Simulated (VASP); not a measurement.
**Ti: electric field gradients with LDA**

Crystal: Ti.

```
Ti
1.0
     0.00000    2.03000    2.00970
     2.03000    0.00000    2.00970
     2.03000    2.03000    0.00000
Ti
1
Direct
  0.00000 0.00000 0.00000
```

This cell differs from its parent crystal: zz strain of -1 %.

```
Program                : VASP 6.6.1
Task                   : electric field gradients
Functional             : LDA
Potentials or basis    : VASP PAW LDA potentials, release 64 (Ti_sv)
Cutoff                 : 520 eV
k mesh                 : 14 × 14 × 14
Occupations            : fermi-dirac, width 0.05 eV
Spin                   : no spin polarisation
Dipole correction      : no
Further INCAR settings : ALGO = Normal; EDIFF = 1e-08; NBANDS = 12
```

```yaml
Pressure: -3.9 GPa
Band_gap_on_the_k_mesh: zero (bands 6 and 7 overlap by 1.30 eV)
Largest_electric_field_gradient_by_atom: Ti +1.1 V/Å²
```

Stress tensor (GPa, compression positive):
```
-4.03  0.00  0.00
 0.00 -4.03  0.00
 0.00  0.00 -3.77
```

Levels at points of the mesh, in eV from the Fermi level:
```tsv
k point	band 4	band 5	band 6	band 7	band 8	band 9
(0.00, 0.00, 0.00)	-32.11	-6.12	0.85	0.85	0.93	2.54
(0.50, 0.00, 0.00)	-32.20	-2.69	0.69	0.78	0.87	3.75
(0.50, 0.50, 0.00)	-32.40	-2.74	-1.87	3.27	3.73	4.08
(0.50, 0.00, 0.50)	-32.38	-2.75	-1.85	3.08	3.74	4.05
```

Electric field gradients, principal values (V/Å²):
```
atom   least  middle  greatest (by size)
1 Ti  -0.537  -0.538               1.075
```

Wall time 45 s on 1 thread of Intel(R) Xeon(R) Platinum 8375C CPU @ 2.90GHz (Ice Lake), on a shared host, peak memory 0.16 GiB.

Caveat: the cell differs from its parent crystal (zz strain of -1 %); the cell stands under tension; without QUAD_EFG the Cq values of the log hold for a quadrupole moment of 1 mb, not for the nuclei.
